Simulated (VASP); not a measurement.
# V (P6_3/mmc) in VASP: further runs

V is run at these levels: PBE; tasks: relaxation of shape and atoms at fixed volume, relaxation of cell and atoms.

Everything below comes from runs of VASP 6.6.1. Logs are shortened: lines on timing, memory, paths and dates and some standing lists are left out, and cuts for length are marked.

**1. The cell of the first run**

Symmetry: P6_3/mmc, No. 194, hexagonal system. Conventional cell: a = 2.142 Å, b = 2.142 Å, c = 3.840 Å, α = 90.00°, β = 90.00°, γ = 120.00°. Within 2.8 Å of V (site symmetry -6m2) lie 12 V at 2.14 to 2.28 Å.

This isn't the form of V at room conditions, which is bcc.

**2. Relaxation of shape and atoms at fixed volume, PBE**

Contents of INCAR:

```
SYSTEM = V
PREC = Accurate
ENCUT = 600
EDIFF = 1E-6
ISMEAR = -1
SIGMA = 0.1
LREAL = .False.
LASPH = .True.
NELM = 80
ALGO = Normal
ISIF = 4
LWAVE = .False.
LCHARG = .False.
GGA = PE
IBRION = 2
NSW = 50
EDIFFG = -0.005
```

Contents of KPOINTS:

```
Automatic mesh
0
Gamma
  18 18 10
  0 0 0
```

Contents of POSCAR:

```
V
1.0
    2.1417537056      0.0000000000      0.0000000000
   -1.0708768528      1.8548131177      0.0000000000
    0.0000000000      0.0000000000      3.8397479059
V
2
Direct
    0.3333333333      0.6666666667      0.2500000000
    0.6666666667      0.3333333333      0.7500000000
```

Potentials or basis: VASP PAW PBE potentials, release 64 (V_sv).

Command:

```bash
cat potpaw_PBE.64/V_sv/POTCAR > POTCAR
mpirun -np 1 vasp_std > vasp.out
```

OUTCAR:

```text
SYSTEM = V
   PREC = Accurate
   ENCUT = 600
   EDIFF = 1E-6
   ISMEAR = -1
   LREAL = .False.
   LASPH = .True.
   NELM = 80
   ISIF = 4
   GGA = PE
   IBRION = 2
   NSW = 50
   EDIFFG = -0.005

 ion  position               nearest neighbor table
   1  0.333  0.667  0.250-   2 2.28   2 2.28   2 2.28   2 2.28   2 2.28   2 2.28
   2  0.667  0.333  0.750-   1 2.28   1 2.28   1 2.28   1 2.28   1 2.28   1 2.28

  LATTYP: Found a hexagonal cell.
 ALAT       =     2.1417537056
 C/A-ratio  =     1.7928055387

  Lattice vectors:

 A1 = (   2.1417537056,   0.0000000000,   0.0000000000)
 A2 = (  -1.0708768528,   1.8548131177,   0.0000000000)
 A3 = (   0.0000000000,   0.0000000000,   3.8397479059)

Analysis of symmetry for initial positions (statically):
=====================================================================
 Subroutine PRICEL returns:
 Original cell was already a primitive cell.

 Routine SETGRP: Setting up the symmetry group for a
 hexagonal supercell.

 Subroutine GETGRP returns: Found 24 space group operations
 (whereof 12 operations were pure point group operations)
 out of a pool of 24 trial point group operations.

The static configuration has the point symmetry D_3d.
 The point group associated with its full space group is D_6h.

Analysis of symmetry for dynamics (positions and initial velocities):
=====================================================================
 Subroutine PRICEL returns:
 Original cell was already a primitive cell.

 Routine SETGRP: Setting up the symmetry group for a
 hexagonal supercell.

 Subroutine GETGRP returns: Found 24 space group operations
 (whereof 12 operations were pure point group operations)
 out of a pool of 24 trial point group operations.

The dynamic configuration has the point symmetry D_3d.
 The point group associated with its full space group is D_6h.

 Subroutine INISYM returns: Found 24 space group operations
 (whereof 12 operations are pure point group operations),
 and found     1 'primitive' translations

----------------------------------------------------------------------------------------

                                     Primitive cell

  volume of cell :      15.2536

  direct lattice vectors                    reciprocal lattice vectors
     2.141753706  0.000000000  0.000000000     0.466907095  0.269568937  0.000000000
    -1.070876853  1.854813118  0.000000000     0.000000000  0.539137873  0.000000000
     0.000000000  0.000000000  3.839747906     0.000000000  0.000000000  0.260433764

  length of vectors
     2.141753706  2.141753706  3.839747906     0.539137873  0.539137873  0.260433764

  position of ions in fractional coordinates (direct lattice)
     0.333333333  0.666666667  0.250000000
     0.666666667  0.333333333  0.750000000

  ion indices of the primitive-cell ions
   primitive index   ion index
                 1           1
                 2           2

----------------------------------------------------------------------------------------

 KPOINTS: Automatic mesh

Automatic generation of k-mesh.
 Grid dimensions read from file:
 generate k-points for:   18   18   10

 Generating k-lattice:

  Cartesian coordinates                     Fractional coordinates (reciprocal lattice)
     0.025939283  0.014976052  0.000000000     0.055555556  0.000000000  0.000000000
     0.000000000  0.029952104  0.000000000     0.000000000  0.055555556  0.000000000
     0.000000000  0.000000000  0.026043376     0.000000000  0.000000000  0.100000000

  Length of vectors
     0.029952104  0.029952104  0.026043376

  Shift w.r.t. Gamma in fractional coordinates (k-lattice)
     0.000000000  0.000000000  0.000000000

 Subroutine IBZKPT returns following result:
 ===========================================

 Found    222 irreducible k-points:

 Following reciprocal coordinates:
            Coordinates               Weight
  0.000000  0.000000  0.000000      1.000000
  0.055556  0.000000  0.000000      6.000000
  0.111111  0.000000  0.000000      6.000000
  0.166667 -0.000000  0.000000      6.000000
  0.222222  0.000000  0.000000      6.000000
  0.277778  0.000000  0.000000      6.000000
[... 16 lines left out ...]
  0.333333  0.111111  0.000000     12.000000
  0.388889  0.111111  0.000000     12.000000
 [... further k-points ...]
   k-points           NKPTS =    222   k-points in BZ     NKDIM =    222   number of bands    NBANDS=     17
   number of dos      NEDOS =    301   number of ions     NIONS =      2
   total plane-waves  NPLWV =  10368
   dimension x,y,z NGX =    18 NGY =   18 NGZ =   32
   dimension x,y,z NGXF=    36 NGYF=   36 NGZF=   64
   ions per type =               2
   NGX,Y,Z   is equivalent  to a cutoff of  13.97, 13.97, 13.85 a.u.
   NGXF,Y,Z  is equivalent  to a cutoff of  27.94, 27.94, 27.71 a.u.
 SYSTEM =  V
   PREC   = accura    normal or accurate (medium, high low for compatibility)
   ISTART =      0    job   : 0-new  1-cont  2-samecut
   ICHARG =      2    charge: 1-file 2-atom 10-const
   ISPIN  =      1    spin polarized calculation?
   LNONCOLLINEAR =      F non collinear calculations
   LSORBIT =      F    spin-orbit coupling
   LASPH  =      T    aspherical Exc in radial PAW
   ENCUT  =  600.0 eV  44.10 Ry    6.64 a.u.   4.28  4.28  7.67*2*pi/ulx,y,z
   NELM   =     80;   NELMIN=  2; NELMDL= -5     # of ELM steps
   EDIFF  = 0.1E-05   stopping-criterion for ELM
   LREAL  =      F    real-space projection
   EDIFFG = -.5E-02   stopping-criterion for IOM
   NSW    =     50    number of steps for IOM
   IBRION =      2    ionic relax: 0-MD 1-quasi-New 2-CG
   NFREE  =      1    steps in history (QN), initial steepest desc. (CG)
   ISIF   =      4    stress and relaxation
   ISYM   =      2    0-nonsym 1-usesym 2-fastsym
   POTIM  = 0.5000    time-step for ionic-motion
   TEBEG  =    0.0;   TEEND  =   0.0 temperature during run
   PSTRESS=    0.0 pullay stress
   NELECT =      26.0000    total number of electrons
   NUPDOWN=      -1.0000    fix difference up-down
   EMIN   =  10.00;   EMAX   =-10.00  energy-range for DOS
   EFERMI =   0.00;   METHOD = LEGACY
   ISMEAR =    -1;   SIGMA  =   0.10  broadening in eV -4-tet -1-fermi 0-gaus
   EFERMI_NEDOS =   21; number of points for ismear=-14 and -15
   IALGO  =     38    algorithm
   IMIX   =      4    mixing-type and parameters
     AMIX     =   0.40;   BMIX     =  1.00
     AMIX_MAG =   1.60;   BMIX_MAG =  1.00
  volume/ion in A,a.u.               =       7.63        51.47
  Fermi-wavevector in a.u.,A,eV,Ry     =   1.955578  3.695507 52.032562  3.824285
  Thomas-Fermi vector in A             =   2.981889
   LORBIT       =      0    0 simple, 1 ext, 2 COOP (PROOUT), +10 PAW based schemes
   GGA     = PE    functional components
   LHFCALC =     F    Hartree Fock is set to
   AEXX    =    0.0000 exact exchange contribution
   IVDW    =     0    specifies the selected vdW correction
   LEPSILON=     F    determine dielectric tensor
   LRPA    =     F    only Hartree local field effects (RPA)
 conjugate gradient relaxation of ions
 non-spin polarized calculation
  energy-cutoff  :      600.00
  volume of cell :       15.25
 maximum number of plane-waves:       537
 NGX is ok and might be reduce to    18
   NGX =  9   NGY =  9   NGZ = 15

--------------------------------------- Ionic step        1  -------------------------------------------

 number of electron      26.0000006 magnetization

 Free energy of the ion-electron system (eV)
  ---------------------------------------------------
  ext. energy  EPLUGINS =         0.00000000
  ---------------------------------------------------
  free energy    TOTEN  =       -10.02330281 eV

  energy without entropy =       -9.96629864  energy(sigma->0) =       -9.99480073

------------------------ aborting loop because EDIFF is reached ----------------------------------------

  FORCE on cell =-STRESS in cart. coord.  units (eV):
  Direction    XX          YY          ZZ          XY          YZ          ZX
  --------------------------------------------------------------------------------------
  -------------------------------------------------------------------------------------
  Total       28.6303770     28.6303770     29.4279782      0.0000000      0.0000000      0.0000000
  in kB     3007.2203461   3007.2203461   3090.9971919      0.0000000      0.0000000      0.0000000
  external PRESSURE =    3035.1459614 kB  Pullay stress =       0.0000000 kB
[... 57 lines left out ...]
  energy  without entropy=       -9.9690272475  energy(sigma->0) =       -9.99778164

--------------------------------------- Ionic step        3  -------------------------------------------

 number of electron      26.0000009 magnetization

 Free energy of the ion-electron system (eV)
  ---------------------------------------------------
  ext. energy  EPLUGINS =         0.00000000
  ---------------------------------------------------
  free energy    TOTEN  =       -10.02707810 eV

  energy without entropy =       -9.96964701  energy(sigma->0) =       -9.99836256

 E-fermi :  19.4734     XC(G=0): -16.3052

 val. band max:       19.4711917640   @ k =   0.1667   0.0556   0.3000
 cond. band min:      19.4737339194   @ k =   0.3333   0.0000   0.1000
 fundamental gap:      0.0025421553
 Fermi energy:        19.4733703186

 k-point     1 :       0.0000    0.0000    0.0000
  band No.  band energies     occupation
      1     -45.4321      2.00000
      2     -44.4132      2.00000
      3     -20.5634      2.00000
      4     -16.7235      2.00000
      5     -16.2164      2.00000
      6     -16.2164      2.00000
[... 9 lines left out ...]
     16      22.1628      0.00000
     17      22.5367      0.00000
[... 443 lines left out ...]
      1     -43.7751      2.00000
      2     -43.4375      2.00000
      3     -20.5349      2.00000
      4     -19.9866      2.00000
      5     -18.4404      2.00000
      6     -17.6852      2.00000
[... 9 lines left out ...]
     16      24.6612      0.00000
     17      24.9764      0.00000

 [... further k-points ...]

------------------------ aborting loop because EDIFF is reached ----------------------------------------

  FORCE on cell =-STRESS in cart. coord.  units (eV):
  Direction    XX          YY          ZZ          XY          YZ          ZX
  --------------------------------------------------------------------------------------
  -------------------------------------------------------------------------------------
  Total       28.9140291     28.9140291     28.9191456     -0.0000000      0.0000000      0.0000000
  in kB     3037.0140324   3037.0140324   3037.5514466     -0.0000000      0.0000000      0.0000000
  external PRESSURE =    3037.1931705 kB  Pullay stress =       0.0000000 kB
[... 17 lines left out ...]
  FREE ENERGIE OF THE ION-ELECTRON SYSTEM (eV)
  ---------------------------------------------------
  free  energy   TOTEN  =       -10.0270780981 eV

  energy  without entropy=       -9.9696470122  energy(sigma->0) =       -9.99836256

 reached required accuracy - stopping structural energy minimisation
```

It took 96 s on 1 thread of Intel Xeon Platinum 8259CL at 2.50GHz (Skylake/Cascade Lake), shared host; peak memory 0.18 GiB.

What came out:

```
Free energy               : -10.0271 eV
Energy gained by relaxing : 1.9 meV/atom
Ionic steps               : 3
Pressure after relaxing   : 303.7 GPa
Band gap on the k mesh    : zero (bands 13 and 14 overlap by 4.24 eV)
```

Step by step:
```tsv
step	energy change (eV)	largest force (eV/Å)	pressure (GPa)	volume (Å³)
1	0.0000	0.0000	303.51	15.25
2	-0.0032	0.0000	303.78	15.25
3	-0.0038	0.0000	303.72	15.25
```

Final structure:
```yaml
crystal:
  lattice:
    - [2.13181, 0.00000, 0.00000]
    - [-1.06590, 1.84620, 0.00000]
    - [0.00000, 0.00000, 3.87566]
  atoms:
    - { symbol: V, position: [0.33333, 0.66667, 0.25000] }
    - { symbol: V, position: [0.66667, 0.33333, 0.75000] }
```

**3. Relaxation of shape and atoms at fixed volume, PBE**

This run uses another cell than the first one, of 9.01 Å³/atom.

Contents of INCAR:

```
  PREC = Accurate
  ENCUT = 600
  EDIFF = 1E-7
  ISMEAR = -1
  SIGMA = 0.1
  LREAL = F
  LASPH = T
  NELM = 80
  ALGO = Normal
  ISIF = 4
  LWAVE = F
  LCHARG = F
  GGA = PE
  IBRION = 2
  NSW = 50
  EDIFFG = -0.005
```

Contents of KPOINTS:

```
regular mesh
0
Gamma
  18 18 10
```

Contents of POSCAR:

```
V
1.0
    2.2643996688      0.0000000000      0.0000000000
   -1.1321998344      1.9610276375      0.0000000000
    0.0000000000      0.0000000000      4.0596282680
V
2
Direct
    0.3333333333      0.6666666667      0.2500000000
    0.6666666667      0.3333333333      0.7500000000
```

Potentials or basis: VASP PAW PBE potentials, release 64 (V_sv).

Command:

```bash
cat potpaw_PBE.64/V_sv/POTCAR > POTCAR
mpirun -np 1 vasp_std > vasp.out
```

Wall time 1.8 min (1 thread of Intel Xeon Platinum 8259CL at 2.50GHz (Skylake/Cascade Lake), shared host); peak memory 0.19 GiB.

Results (log left out):

* Free energy: -13.9579 eV
* Energy gained by relaxing: 1.6 meV/atom
* Ionic steps: 3
* Pressure after relaxing: 164.1 GPa
* Band gap on the k mesh: zero (bands 13 and 14 overlap by 3.57 eV)

Step by step:
| step | energy change (eV) | largest force (eV/Å) | pressure (GPa) | volume (Å³) |
| --- | --- | --- | --- | --- |
| 1 | 0.0000 | 0.0000 | 164.15 | 18.03 |
| 2 | -0.0030 | 0.0000 | 164.05 | 18.03 |
| 3 | -0.0032 | 0.0000 | 164.06 | 18.03 |

Final structure:
```
V
1.0
     2.25416    0.00000    0.00000
    -1.12708    1.95216    0.00000
     0.00000    0.00000    4.09660
V
2
Direct
  0.33333 0.66667 0.25000
  0.66667 0.33333 0.75000
```

Levels at points of the mesh, in eV from the Fermi level:
```tsv
k point	band 10	band 11	band 12	band 13	band 14	band 15	band 16	band 17
(0.00, 0.00, 0.00)	-4.63	-1.44	0.10	0.10	0.69	0.69	1.32	2.78
(0.50, 0.00, 0.00)	-5.04	-4.19	-0.86	0.50	0.52	0.81	4.87	5.87
(0.00, 0.00, 0.50)	-4.96	-1.76	-1.76	0.17	0.17	0.17	0.17	4.02
(0.50, 0.00, 0.50)	-5.38	-3.51	-3.51	2.40	2.40	3.27	3.27	5.99
```

**4. Relaxation of cell and atoms, PBE**

This run uses another cell than the first one, of 13.48 Å³/atom.

Contents of INCAR:

```
  PREC = Accurate
  ENCUT = 600
  EDIFF = 1E-7
  ISMEAR = -1
  SIGMA = 0.1
  LREAL = False
  LASPH = True
  NELM = 100
  ALGO = Normal
  ISIF = 3
  LWAVE = False
  LCHARG = False
  GGA = PE
  IBRION = 2
  NSW = 60
  EDIFFG = -0.005
```

Contents of KPOINTS:

```
Automatic mesh
0
Gamma
  18 18 10
```

Contents of POSCAR:

```
V
1.0
    2.6783660650      0.0000000000      0.0000000000
   -1.3391830325      2.3195330529      0.0000000000
    0.0000000000      0.0000000000      4.3389530253
V
2
Direct
    0.3333333333      0.6666666667      0.2500000000
    0.6666666667      0.3333333333      0.7500000000
```

Command:

```bash
cat potpaw_PBE.64/V_sv/POTCAR > POTCAR
mpirun -np 1 vasp_std > vasp.out
```

It took 3.4 min on 1 thread of Intel Xeon 6975P-C (Granite Rapids), shared host; peak memory 0.25 GiB.

The run converged. Its results:

- Free energy: -17.5368 eV
- Relaxed volume: 13.88 Å³/atom
- Relaxed cell: a = 2.615 Å, b = 2.615 Å, c = 4.689 Å, α = 90.00°, β = 90.00°, γ = 120.00°
- Space group after relaxing (to 0.1 Å): P6_3/mmc (No. 194)
- Energy gained by relaxing: 42.9 meV/atom
- Ionic steps: 8
- Pressure after relaxing: 0.0 GPa
- Band gap on the k mesh: zero (bands 13 and 14 overlap by 2.20 eV)

Step by step:
```tsv
step	energy change (eV)	largest force (eV/Å)	pressure (GPa)	volume (Å³)
1	0.0000	0.0000	5.87	26.96
2	-0.0279	0.0000	-6.25	28.92
3	-0.0358	0.0000	-2.73	28.27
4	-0.0740	0.0000	-2.52	28.19
5	-0.0833	0.0000	-2.16	28.12
6	-0.0834	0.0000	-2.12	28.12
7	-0.0819	0.0000	2.81	27.33
8	-0.0857	0.0000	-0.01	27.77
```

Final structure:
```
CELL_PARAMETERS angstrom
2.61488 0.00000 0.00000
-1.30744 2.26455 0.00000
0.00000 0.00000 4.68893
ATOMIC_POSITIONS crystal
V 0.33333 0.66667 0.25000
V 0.66667 0.33333 0.75000
```

Levels at points of the mesh, in eV from the Fermi level:
```
           k point  band 10  band 11  band 12  band 13  band 14  band 15  band 16  band 17
(0.00, 0.00, 0.00)    -3.42    -0.51    -0.15     0.31     0.31     0.64     0.64     1.77
(0.50, 0.00, 0.00)    -2.84    -2.69    -0.32    -0.24     0.32     0.56     2.97     3.45
(0.00, 0.00, 0.50)    -5.07    -0.97    -0.97     0.35     0.35     0.35     0.35     2.47
(0.50, 0.00, 0.50)    -3.24    -1.77    -1.77     1.59     1.59     1.62     1.62     3.51
```

**5. Summary**

| task | cell | gap on the mesh (eV) | pressure (GPa) |
| --- | --- | --- | --- |
| relaxation of shape and atoms at fixed volume | relaxed from a = 2.142, b = 2.142, c = 3.840 Å, angles 90.0, 90.0, 120.0°, 2 atoms | none | 303.7 |
| relaxation of shape and atoms at fixed volume | relaxed from a = 2.264, b = 2.264, c = 4.060 Å, angles 90.0, 90.0, 120.0°, 2 atoms | none | 164.1 |
| relaxation of cell and atoms | relaxed from a = 2.678, b = 2.678, c = 4.339 Å, angles 90.0, 90.0, 120.0°, 2 atoms | none | 0.0 |

Alike in all rows: level PBE; potentials or basis VASP PAW PBE potentials, release 64 (V_sv); no spin polarisation; k mesh 18 × 18 × 10; cutoff (eV) 600; smearing fermi-dirac 0.1 eV.

Total energies depend on the potentials used, so only differences within one code and one set of settings carry meaning.
